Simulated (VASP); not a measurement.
Here is a VASP 6.6.1 calculation.

The input INCAR:

```
SYSTEM = C19O
  PREC = Accurate
  ENCUT = 520
  EDIFF = 1E-6
  ISMEAR = 0
  SIGMA = 0.05
  LREAL = Auto
  LASPH = .True.
  NELM = 100
  ALGO = Normal
  ISIF = 2
  LWAVE = .False.
  LCHARG = .False.
  NBANDS = 57
```

File KPOINTS:

```
regular mesh
0
Gamma
  2 2 1
  0 0 0
```

The input POSCAR:

```
C19O
1.0
    7.3980000000      0.0000000000      0.0000000000
   -3.6990000000      6.4068560000      0.0000000000
    0.0000000000      0.0000000000     12.0000000000
C O
19 1
Direct
    0.0118908107      0.0025247953      0.0697863333
    0.2327420961      0.1129664847      0.0696015000
    0.0119078223      0.3338083453      0.0698680833
    0.2327491291      0.4442171012      0.0699961667
    0.0097945902      0.6671560903      0.0696180833
    0.2347556952      0.7796579165      0.0692245000
    0.3451342270      0.0004257939      0.0690588333
    0.5661129517      0.1109336623      0.0693805833
    0.3431748678      0.3338317577      0.0699528333
    0.5681395503      0.4462931585      0.0699370000
    0.3451872584      0.6692071743      0.0698620833
    0.5660773141      0.7796404352      0.0699545833
    0.6765105306      0.0005133563      0.0696716667
    0.9014954314      0.1130162751      0.0698598333
    0.6785586785      0.3358726964      0.0696871667
    0.8993733450      0.4462641271      0.0697870000
    0.6785342509      0.6671036465      0.0700065833
    0.8993838320      0.7775481453      0.0697815000
    0.4625980602      1.0191777371      0.3137965000
    0.4001638194      0.8475033620      0.3285649167
```

Potentials or basis: VASP PAW LDA potentials, release 64 (C, O).

Command:

```console
$ cat potpaw_LDA.64/C/POTCAR potpaw_LDA.64/O/POTCAR > POTCAR
$ mpirun -np 1 vasp_std > vasp.out
```

(1) What does it give for the band gap on the k mesh?

(2) What does it give for the largest force?

Results:

(1) 0.21 eV, direct.

(2) 1.149 eV/Å.

Caveat: the k points lie up to 0.49 Å⁻¹ apart.
